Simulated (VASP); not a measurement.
A run of VASP 6.6.1 is set up as follows.

The input INCAR:

```
PREC     = Accurate       # precision mode
ENCUT    = 520            # plane-wave cutoff, eV
EDIFF    = 1E-6           # SCF threshold, eV
ISMEAR   = 0              # smearing method
SIGMA    = 0.1            # smearing width, eV
LREAL    = False          # projectors in reciprocal space
LASPH    = True           # aspherical terms in the spheres
NELM     = 150            # most SCF steps
ALGO     = Normal         # electronic algorithm
ISIF     = 2              # what is computed and relaxed
LWAVE    = False          # write WAVECAR
LCHARG   = False          # write CHGCAR
ISPIN    = 2              # spin polarisation
MAGMOM   = 3 3            # initial moments
LORBIT   = 11             # projections on sites
LMAXMIX  = 4              # l up to which the mixer works
GGA      = PS             # functional
NBANDS   = 23             # bands
```

Contents of KPOINTS:

```
regular mesh
0
Gamma
  6 6 4
```

The input POSCAR:

```
Cr
1.0
    2.8968574169      0.0000000000      0.0000000000
   -1.4484287084      2.5087521142      0.0000000000
    0.0000000000      0.0000000000      4.4978668076
Cr
2
Direct
    0.3333333333      0.6666666667      0.2500000000
    0.6666666667      0.3333333333      0.7500000000
```

Potentials or basis: VASP PAW PBE potentials, release 64 (Cr_pv).

Command:

```console
$ cat potpaw_PBE.64/Cr_pv/POTCAR > POTCAR
$ mpirun -np 1 vasp_std > vasp.out
```

(1) What does it give for the site moments?

(2) Estimate the pressure.

(3) Predict the net moment.

## Answers

(1) Cr +1.61 μB.

(2) -35.1 GPa.

(3) 3.44 μB per cell.

Caveat: the k points lie up to 0.42 Å⁻¹ apart; the PAW data sets were made with another functional, which shifts forces and pressure a little.
